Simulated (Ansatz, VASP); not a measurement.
## One calculation of H4NF, two programs

```
H N F
1.0
     4.51582    0.00000    0.00000
    -2.25791    3.91081    0.00000
     0.00000    0.00000    7.30514
H N F
8 2 2
Cartesian
  0.0000 2.6072 1.6925
  2.2579 1.3036 5.3451
  0.8513 2.1157 3.0806
  3.1092 1.7951 6.7332
  0.0000 3.5902 3.0806
  1.4066 1.7951 6.7332
  -0.8513 2.1157 3.0806
  2.2579 0.3206 6.7332
  0.0000 2.6072 2.7348
  2.2579 1.3036 6.3874
  0.0000 2.6072 -0.0194
  2.2579 1.3036 3.6331
```

Alike in both runs: functional r2SCAN; k mesh 6 × 6 × 4; occupations fermi-dirac, width 0.02 eV; no spin polarisation.

Ansatz relaxed the structure, and its values are those at the end. VASP's run is a single point on that final structure, the one shown.

|  | VASP | Ansatz |
| --- | --- | --- |
| version | VASP 6.6.1 | Ansatz 0.2.0 |
| potentials or method | VASP PAW PBE potentials, release 64 (H, N, F), cutoff 520 eV | PAW plane waves |
| valence electrons in the cell | 32 | 32 |

|  | VASP | Ansatz | Ansatz less VASP |
| --- | --- | --- | --- |
| gap on the k mesh at the Fermi level (eV) | 6.39 | 6.39 | -0.001 |
| pressure (GPa) | -1.7 | -1.5 | +0.19 |
| rms of the force components (eV/Å) | 0.024 | 0.000 | -0.0240 |

VASP's potentials were made for PBE, not for r2SCAN. With one functional, cell and mesh, what is left measures potentials, basis and numerics. Ansatz's warnings: stress scf threshold loose, xc potential rough in thin density.
